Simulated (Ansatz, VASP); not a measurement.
## One calculation of PdWSe3, two programs

The input INCAR:

```
PREC     = Accurate       # precision mode
ENCUT    = 600            # plane-wave cutoff, eV
EDIFF    = 1E-7           # SCF threshold, eV
ISMEAR   = 0              # smearing method
SIGMA    = 0.1            # smearing width, eV
LREAL    = F              # projectors in reciprocal space
LASPH    = T              # aspherical terms in the spheres
NELM     = 60             # most SCF steps
ALGO     = Normal         # electronic algorithm
ISIF     = 3              # what is computed and relaxed
LWAVE    = F              # write WAVECAR
LCHARG   = F              # write CHGCAR
GGA      = PE             # functional
IBRION   = 2              # ionic algorithm
NSW      = 90             # ionic steps
EDIFFG   = -0.04          # ionic threshold
```

File KPOINTS:

```
regular mesh
0
Gamma
  4 4 4
```

File POSCAR:

```
PdWSe3
1.0
    4.7185288900      0.0000000000      0.0000000000
    0.0000000000      4.7185288900      0.0000000000
    0.0000000000      0.0000000000      4.7185288900
Pd W Se
1 1 3
Direct
    0.5000000000      0.5000000000      0.5000000000
    0.0000000000      0.0000000000      0.0000000000
    0.5000000000      0.0000000000      0.0000000000
    0.0000000000      0.5000000000      0.0000000000
    0.0000000000      0.0000000000      0.5000000000
```

Input for Ansatz:

```yaml
crystal:
  lattice:
    - [4.71852889, 0.0, 0.0]
    - [0.0, 4.71852889, 0.0]
    - [0.0, 0.0, 4.71852889]
  atoms:
    - { symbol: Pd, position: [0.5, 0.5, 0.5] }
    - { symbol: W, position: [0.0, 0.0, 0.0] }
    - { symbol: Se, position: [0.5, 0.0, 0.0] }
    - { symbol: Se, position: [0.0, 0.5, 0.0] }
    - { symbol: Se, position: [0.0, 0.0, 0.5] }
basis:
  ecutwfc: 420
kpoints:
  mp_grid: { grid: [4, 4, 4] }
hamiltonian:
  xc: pbe
scf:
  occupations: { method: gaussian, width: 0.1 }
  lower_state_search: "off"
output:
  forces: true
  stress: true
  eigenvalues: true
relax:
  adjacent_minimum: "off"
  f_tol: 0.04
  max_steps: 70
  cell: { stress_tol: 0.4 }
```

Change from the starting cell: species swapped into the DyRu3C type (Pm-3m, No. 221).

Alike in both runs: task relaxation of cell and atoms; functional PBE; k mesh 4 × 4 × 4; occupations gaussian, width 0.1 eV; no spin polarisation.

|  | VASP | Ansatz |
| --- | --- | --- |
| version | VASP 6.6.1 | Ansatz 0.2.0 |
| potentials or method | VASP PAW PBE potentials, release 64 (Pd, W_sv, Se), cutoff 600 eV | scalar-relativistic, plane waves, PAW |
| valence electrons in the cell | 42 | 80 |

```csv
,VASP,Ansatz,Ansatz less VASP
"gap on the k mesh at the Fermi level, each at its own relaxed structure (eV)",none,none,-
relaxed volume (Å³/atom),23.80,23.82,+0.017
relaxed cell length with the largest relative difference (Å),4.919,4.920,+0.0012
```

A gap of «none» marks a metal or a gap that the smearing closes. VASP's potentials hold 42 valence electrons a cell and Ansatz's 80, so a difference there can come from the potentials and not from the codes.

Spin-orbit coupling is off throughout.
